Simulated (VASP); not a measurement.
## AlN: single point with r2SCAN

Crystal: AlN.

```
Al N
1.0
     0.00000    2.03526    2.03526
     2.03526    0.00000    2.03526
     2.03526    2.03526    0.00000
Al N
1 1
Direct
  0.00000 0.00000 0.00000
  0.50000 0.50000 0.50000
```

| Item | Value |
| --- | --- |
| Program | VASP 6.6.1 |
| Task | single point |
| Functional | r2SCAN |
| Potentials or basis | VASP PAW PBE potentials, release 64 (Al, N) |
| Cutoff | 660 eV |
| k mesh | 10 × 10 × 10 |
| Occupations | gaussian, width 0.02 eV |
| Spin | no spin polarisation |
| Dipole correction | no |
| Further INCAR settings | ALGO = Normal; EDIFF = 1e-06; NBANDS = 11 |

The pressure is -7.1 GPa and the band gap on the k mesh is 5.28 eV, indirect (least direct gap 6.22 eV).

Levels at points of the mesh, in eV from the valence-band top:
```csv
k point,band 1,band 2,band 3,band 4,band 5,band 6,band 7,band 8,band 9
"(0.00, 0.00, 0.00)",-18.22,0.00,0.00,0.00,6.22,12.84,12.84,12.84,18.42
"(0.50, 0.00, 0.00)",-15.06,-8.31,-1.12,-1.12,6.78,11.74,11.74,14.32,17.25
"(0.50, 0.50, 0.00)",-14.12,-7.41,-2.84,-2.84,5.28,6.01,15.11,18.37,18.37
```

Wall time 24 s on 1 thread of Intel(R) Xeon(R) Platinum 8488C (Sapphire Rapids), on a shared host, peak memory 0.14 GiB.

Caveat: the PAW data sets were made with another functional, which shifts forces and pressure a little. A k mesh can miss the band edges.
